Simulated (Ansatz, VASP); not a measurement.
**One calculation of C, two programs**

The input INCAR:

```
SYSTEM = C
ALGO = Normal
EDIFF = 1E-6
ENCUT = 520
GGA = PE
ISIF = 2
ISMEAR = 0
IVDW = 12
LASPH = .TRUE.
LCHARG = .FALSE.
LREAL = .FALSE.
LWAVE = .FALSE.
NBANDS = 11
NELM = 60
PREC = Accurate
SIGMA = 0.05
```

The input KPOINTS:

```
k-points
0
G
  15 15 15
  0 0 0
```

The input POSCAR:

```
C
1.0
    1.2324809262      0.7115731945      3.3609366220
   -1.2324809262      0.7115731945      3.3609366220
    0.0000000000     -1.4231463891      3.3609366220
C
2
Direct
    0.1454708084      0.1454708084      0.1876309125
    0.8545291916      0.8545291916      0.8123690875
```

Input for Ansatz:

```yaml
crystal:
  lattice:
    - [1.2324809262, 0.7115731945, 3.360936622]
    - [-1.2324809262, 0.7115731945, 3.360936622]
    - [0.0, -1.4231463891, 3.360936622]
  atoms:
    - { symbol: C, position: [0.1454708084, 0.1454708084, 0.1876309125] }
    - { symbol: C, position: [0.8545291916, 0.8545291916, 0.8123690875] }
basis:
  ecutwfc: 520.0
kpoints:
  mp_grid: { grid: [15, 15, 15] }
hamiltonian:
  xc: pbe
  pseudopotentials: { kind: paw, azcp: { folder: soft_1 } }
  dispersion: d3bj
scf:
  occupations: { method: gaussian, width: 0.05 }
output:
  forces: true
  stress: true
  eigenvalues: true
```

Change from the starting cell: mode 4 frozen in at -0.071 Å and mode 6 at -0.060 Å (largest displacements).

Alike in both runs: task single point; functional PBE; dispersion D3(BJ); k mesh 15 × 15 × 15; occupations gaussian, width 0.05 eV; no spin polarisation.

|  | VASP | Ansatz |
| --- | --- | --- |
| version | VASP 6.6.1 | Ansatz 0.2.0 |
| potentials or method | VASP PAW PBE potentials, release 64 (C), cutoff 520 eV | scalar-relativistic, plane waves, PAW |
| valence electrons in the cell | 8 | 8 |

```tsv
	VASP	Ansatz	Ansatz less VASP
gap on the k mesh at the Fermi level (eV)	0.25	0.25	-0.001
least direct gap on the mesh (eV)	0.27	0.27	0.000
pressure (GPa)	6.3	6.0	-0.37
traceless stress, the component that is largest in VASP (GPa)	18.51	18.08	-0.427
rms of the force components (eV/Å)	4.276	4.267	-0.0089
```

Atom by atom the forces differ by 0.011 eV/Å (rms over components).
